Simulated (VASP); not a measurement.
A run of VASP 6.6.1 is set up as follows.

Contents of INCAR:

```
SYSTEM = In2O3
  PREC = Accurate
  ENCUT = 520
  EDIFF = 1E-6
  ISMEAR = -1
  SIGMA = 0.05
  LREAL = .False.
  LASPH = .True.
  NELM = 100
  ALGO = Normal
  ISIF = 2
  LWAVE = .False.
  LCHARG = .False.
  GGA = PE
  NBANDS = 55
```

Contents of KPOINTS:

```
Automatic mesh
0
Gamma
  8 8 8
  0 0 0
```

POSCAR

```
In2O3
1.0
    2.7435000000      1.5839604635      4.8366666667
   -2.7435000000      1.5839604635      4.8366666667
    0.0000000000     -3.1679209270      4.8366666667
In O
4 6
Direct
    0.8573100000      0.8573100000      0.8573100000
    0.6426900000      0.6426900000      0.6426900000
    0.1426900000      0.1426900000      0.1426900000
    0.3573100000      0.3573100000      0.3573100000
    0.0480000000      0.7500000000      0.4520000000
    0.7500000000      0.4520000000      0.0480000000
    0.4520000000      0.0480000000      0.7500000000
    0.9520000000      0.2500000000      0.5480000000
    0.2500000000      0.5480000000      0.9520000000
    0.5480000000      0.9520000000      0.2500000000
```

Potentials or basis: VASP PAW PBE potentials, release 64 (In_d, O).

Command:

```sh
$ cat potpaw_PBE.64/In_d/POTCAR potpaw_PBE.64/O/POTCAR > POTCAR
$ mpirun -np 1 vasp_std > vasp.out
```

**Question.** What does it give for the band gap on the k mesh?

**Answer.** 1.30 eV (least direct gap 1.34 eV).

**Question.** What does it give for the largest force?

**Answer.** 0.139 eV/Å.

**Question.** Estimate the pressure.

**Answer.** 9.0 GPa.

Forces in eV/Å, atoms in the order of the input:
```
In   0.000  0.000  0.006
In   0.000  0.000 -0.006
In   0.000  0.000 -0.006
In   0.000  0.000  0.006
O   -0.070 -0.120  0.000
O   -0.070  0.120  0.000
O    0.139  0.000  0.000
O    0.070  0.120  0.000
O    0.070 -0.120  0.000
O   -0.139  0.000  0.000
```

Caveat: the cell stands under pressure; spin-orbit coupling is left out, which moves the levels of the heavy elements. Expect the measured gap to be larger: semilocal functionals such as PBE lack the derivative discontinuity.
